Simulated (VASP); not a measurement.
A run of VASP 6.6.1 is set up as follows.

INCAR

```
SYSTEM = MgS
PREC = Accurate
ENCUT = 520
EDIFF = 1E-6
ISMEAR = 0
SIGMA = 0.05
LREAL = .False.
LASPH = .True.
NELM = 80
ALGO = Normal
ISIF = 2
LWAVE = .False.
LCHARG = .False.
GGA = PE
NBANDS = 11
```

Contents of KPOINTS:

```
Automatic mesh
0
Gamma
  8 8 8
  0 0 0
```

Contents of POSCAR:

```
MgS
1.0
    0.0000000000      2.6016500000      2.6016500000
    2.6016500000      0.0000000000      2.6016500000
    2.6016500000      2.6016500000      0.0000000000
Mg S
1 1
Direct
    0.0000000000     -0.2306228739      0.0000000000
    0.5000000000      0.5000000000      0.5000000000
```

Potentials or basis: VASP PAW PBE potentials, release 64 (Mg, S).

Run with:

```console
$ cat potpaw_PBE.64/Mg/POTCAR potpaw_PBE.64/S/POTCAR > POTCAR
$ mpirun -np 1 vasp_std > vasp.out
```

(1) Estimate the band gap on the k mesh.

(2) Predict the largest force.

Answers

(1) 2.90 eV, indirect (least direct gap 3.53 eV).

(2) 3.868 eV/Å.

Caveat: the cell differs from its parent crystal (atom 1 (Mg) moved by (-0.600, -0.600) A along x and z); forces of over 1 eV/Å act on the atoms, so gaps and moduli don't describe the material at rest.
